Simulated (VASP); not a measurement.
# Se (P3_221) in VASP: notebook, part 2 of 4

VASP 6.6.1. Earlier steps stand in the parts before.

### 3 Electric field gradients, LDA (zz strain of -3 %)

INCAR

```
  PREC = Accurate
  ENCUT = 520
  EDIFF = 1E-8
  ISMEAR = -1
  SIGMA = 0.03
  LREAL = F
  LASPH = T
  NELM = 80
  ALGO = Normal
  ISIF = 2
  LWAVE = F
  LCHARG = F
  GGA = CA
  LEFG = T
  NBANDS = 16
```

KPOINTS

```
Automatic mesh
0
Gamma
  8 8 6
```

POSCAR

```
Se
1.0
    4.3551696776      0.0000000000      0.0000000000
   -2.1775848388      3.7716875786      0.0000000000
    0.0000000000      0.0000000000      4.8009665000
Se
3
Direct
    0.2170000000      0.0000000000      0.1666666667
    0.0000000000      0.2170000000      0.8333333333
    0.7830000000      0.7830000000      0.5000000000
```

Potentials or basis: VASP PAW LDA potentials, release 64 (Se).

Started as:

```sh
cat potpaw_LDA.64/Se/POTCAR > POTCAR
mpirun -np 1 vasp_std > vasp.out
```

OUTCAR:

```text
PREC = Accurate
   ENCUT = 520
   EDIFF = 1E-8
   ISMEAR = -1
   LREAL = F
   LASPH = T
   NELM = 80
   ISIF = 2
   GGA = CA

 ion  position               nearest neighbor table
   1  0.217  0.000  0.167-   3 2.29   2 2.29
   2  0.000  0.217  0.833-   3 2.29   1 2.29
   3  0.783  0.783  0.500-   1 2.29   2 2.29

  LATTYP: Found a hexagonal cell.
 ALAT       =     4.3551696776
 C/A-ratio  =     1.1023603798

  Lattice vectors:

 A1 = (   4.3551696776,   0.0000000000,   0.0000000000)
 A2 = (  -2.1775848388,   3.7716875786,   0.0000000000)
 A3 = (   0.0000000000,   0.0000000000,   4.8009665000)

Analysis of symmetry for initial positions (statically):
=====================================================================
 Subroutine PRICEL returns:
 Original cell was already a primitive cell.

 Routine SETGRP: Setting up the symmetry group for a
 hexagonal supercell.

 Subroutine GETGRP returns: Found  6 space group operations
 (whereof  2 operations were pure point group operations)
 out of a pool of 24 trial point group operations.

The static configuration has the point symmetry C_2 .
 The point group associated with its full space group is D_3 .

Analysis of symmetry for dynamics (positions and initial velocities):
=====================================================================
 Subroutine PRICEL returns:
 Original cell was already a primitive cell.

 Routine SETGRP: Setting up the symmetry group for a
 hexagonal supercell.

 Subroutine GETGRP returns: Found  6 space group operations
[... 602 lines left out ...]
      4      -2.5839      2.00000
      5      -2.2303      2.00000
      6      -0.4834      2.00000
[... 8 lines left out ...]
     15      11.5462      0.00000
     16      12.4236      0.00000

 [... further k-points ...]

------------------------ aborting loop because EDIFF is reached ----------------------------------------

  FORCE on cell =-STRESS in cart. coord.  units (eV):
  Direction    XX          YY          ZZ          XY          YZ          ZX
  --------------------------------------------------------------------------------------
  -------------------------------------------------------------------------------------
  Total        1.4639984      1.4639984      3.8690173     -0.0000000      0.0000000      0.0000000
  in kB       29.7427905     29.7427905     78.6034826     -0.0000000      0.0000000      0.0000000
  external PRESSURE =      46.0296879 kB  Pullay stress =       0.0000000 kB

 VOLUME and BASIS-vectors are now :
 -----------------------------------------------------------------------------
  energy-cutoff  :      520.00
  volume of cell :       78.86
      direct lattice vectors                 reciprocal lattice vectors
     4.355169678  0.000000000  0.000000000     0.229612179  0.132566653  0.000000000
    -2.177584839  3.771687579  0.000000000     0.000000000  0.265133307  0.000000000
     0.000000000  0.000000000  4.800966500     0.000000000  0.000000000  0.208291393

 POSITION                                       TOTAL-FORCE (eV/Angst)
 -----------------------------------------------------------------------------------
      0.94507      0.00000      0.80016         1.469053     -0.000000      0.000000
     -0.47254      0.81846      4.00081        -0.734527      1.272237     -0.000000
      1.70505      2.95323      2.40048        -0.734527     -1.272237      0.000000
 -----------------------------------------------------------------------------------
    total drift:                                0.000000      0.000000     -0.000000

  FREE ENERGIE OF THE ION-ELECTRON SYSTEM (eV)
  ---------------------------------------------------
  free  energy   TOTEN  =       -12.1744206889 eV

  energy  without entropy=      -12.1744206889  energy(sigma->0) =      -12.17442069

 Electric field gradients (V/A^2)
---------------------------------------------------------------------
 ion       V_xx      V_yy      V_zz      V_xy      V_xz      V_yz
---------------------------------------------------------------------
   1     147.232  -322.223   174.992     0.000     0.000  -322.164
   2    -204.860    29.868   174.992  -203.280   279.002   161.082
   3    -204.860    29.868   174.992   203.281  -279.002   161.082
---------------------------------------------------------------------

 Electric field gradients after diagonalization (V/A^2)
 (convention: |V_zz| > |V_xx| > |V_yy|)
----------------------------------------------------------------------
 ion       V_xx      V_yy      V_zz     asymmetry (V_yy - V_xx)/ V_zz
----------------------------------------------------------------------
   1     333.318   147.232  -480.550       0.387
   2     333.318   147.232  -480.550       0.387
   3     333.318   147.232  -480.551       0.387
----------------------------------------------------------------------

           NMR quadrupolar parameters

 Cq : quadrupolar parameter    Cq=e*Q*V_zz/h
 eta: asymmetry parameters     (V_yy - V_xx)/ V_zz
 Q  : nuclear electric quadrupole moment in mb (millibarn)
----------------------------------------------------------------------
 ion       Cq(MHz)       eta       Q (mb)
----------------------------------------------------------------------
   1      -1.162       0.387       1.000
   2      -1.162       0.387       1.000
   3      -1.162       0.387       1.000
----------------------------------------------------------------------
```

stdout:

```text
POSCAR found type information on POSCAR Se
 POSCAR found :  1 types and       3 ions
 scaLAPACK will be used
 LDA part: xc-table for (Slater(with rela. corr.)+CA(PZ))
 , standard interpolation
 POSCAR, INCAR and KPOINTS ok, starting setup
 FFT: planning ... GRIDC
 FFT: planning ... GRID_SOFT
 FFT: planning ... GRID
 WAVECAR not read
 entering main loop
ion   1

ion   2
     0.0000499     3.0013287    -2.2857458    -2.0768373    -3.9590279     1.7328179
     0.0000687     3.0013287    -2.2857458    -2.0768373    -3.9590279     1.7328179
     0.0000946     3.0013286    -2.2857458    -2.0768373    -3.9590278     1.7328179
     0.0001302     3.0013286    -2.2857457    -2.0768372    -3.9590278     1.7328179

     0.0000499   185.8917426  -147.1686152  -138.3591025  -254.9035188   107.3246477
     0.0000687   185.8872310  -147.1650384  -138.3557453  -254.8973237   107.3220429
     0.0000946   185.8799180  -147.1592411  -138.3503045  -254.8872825   107.3178207
     0.0001302   185.8681230  -147.1498914  -138.3415310  -254.8710883   107.3110108

ion   3
     0.0000499    -3.0013287    -2.2857458    -2.0768373     3.9590279     1.7328179
     0.0000687    -3.0013287    -2.2857458    -2.0768373     3.9590279     1.7328179
     0.0000946    -3.0013286    -2.2857458    -2.0768373     3.9590278     1.7328179
     0.0001302    -3.0013286    -2.2857457    -2.0768372     3.9590278     1.7328179

     0.0000499  -185.8917426  -147.1686152  -138.3591025   254.9035188   107.3246477
     0.0000687  -185.8872310  -147.1650384  -138.3557453   254.8973237   107.3220429
     0.0000946  -185.8799180  -147.1592411  -138.3503045   254.8872825   107.3178207
     0.0001302  -185.8681230  -147.1498914  -138.3415310   254.8710883   107.3110108
```

It took 58 s on 1 thread of Intel Xeon 8259CL, shared host; peak memory 0.18 GiB.

Results:

```yaml
Free_energy: -12.1744 eV
Pressure: 4.6 GPa
Largest_force: 1.469 eV/Å
Band_gap_on_the_k_mesh: 1.17 eV (least direct gap 1.38 eV)
Largest_electric_field_gradient_by_atom: Se -480.6 V/Å²
```

Forces in eV/Å, atoms in the order of the input:
```
Se   1.469  0.000  0.000
Se  -0.735  1.272  0.000
Se  -0.735 -1.272  0.000
```

Levels at points of the mesh, in eV from the valence-band top:
```csv
k point,band 5,band 6,band 7,band 8,band 9,band 10,band 11,band 12,band 13,band 14
"(0.00, 0.00, 0.00)",-4.22,-4.15,-2.44,-2.44,-0.49,2.07,2.07,2.25,5.76,6.12
"(0.50, 0.00, 0.00)",-5.08,-3.73,-3.09,-2.12,-1.15,2.02,2.54,4.38,5.12,7.22
"(0.00, 0.00, 0.50)",-3.77,-3.77,-1.83,-1.83,-1.23,1.17,1.17,1.29,5.99,7.03
"(0.50, 0.00, 0.50)",-4.88,-4.65,-2.09,-1.49,0.00,1.70,2.65,3.23,6.05,7.78
```

Electric field gradients, principal values (V/Å²):
| atom | least | middle | greatest (by size) |
| --- | --- | --- | --- |
| 1 Se | 147.232 | 333.318 | -480.550 |
| 2 Se | 147.232 | 333.318 | -480.550 |
| 3 Se | 147.232 | 333.318 | -480.551 |

Caveat: the cell differs from its parent crystal (zz strain of -3 %); the cell stands under pressure; without QUAD_EFG the Cq values of the log hold for a quadrupole moment of 1 mb, not for the nuclei; forces of over 1 eV/Å act on the atoms, so gaps and moduli don't describe the material at rest. A k mesh can miss the band edges.

(Continued in part 3 of 4.)
